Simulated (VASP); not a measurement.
Input of a VASP 6.6.1 run:

Contents of INCAR:

```
SYSTEM = Mg
PREC = Accurate
ENCUT = 600
EDIFF = 1E-6
ISMEAR = -1
SIGMA = 0.01
LREAL = .FALSE.
LASPH = .TRUE.
NELM = 200
ALGO = Normal
ISIF = 2
LWAVE = .FALSE.
LCHARG = .FALSE.
LNONCOLLINEAR = .TRUE.
MAGMOM = 0 0 0.5 0 0 -0.5
LORBIT = 11
GGA = LIBXC
LIBXC1 = GGA_X_PBE_R
LIBXC2 = LDA_C_PW
NBANDS = 16
GGA_COMPAT = .FALSE.
```

File KPOINTS:

```
regular mesh
0
G
  8 8 4
  0 0 0
```

The input POSCAR:

```
Mg
1.0
    3.2093000000      0.0000000000      0.0000000000
   -1.6046500000      2.7793353284      0.0000000000
    0.0000000000      0.0000000000      5.2103000000
Mg
2
Direct
    0.6666666667      0.3333333333      0.7500000000
    0.3333333333      0.6666666667      0.2500000000
```

Potentials or basis: VASP PAW PBE potentials, release 64 (Mg).

Launch:

```sh
$ cat potpaw_PBE.64/Mg/POTCAR > POTCAR
$ mpirun -np 1 vasp_ncl > vasp.out
```

(1) Estimate the pressure.

(2) Predict the band gap on the k mesh.

## Answers

(1) 1.3 GPa.

(2) zero (bands 4 and 5 overlap by 2.24 eV).

Caveat: the PAW data sets were made with another functional, which shifts forces and pressure a little.
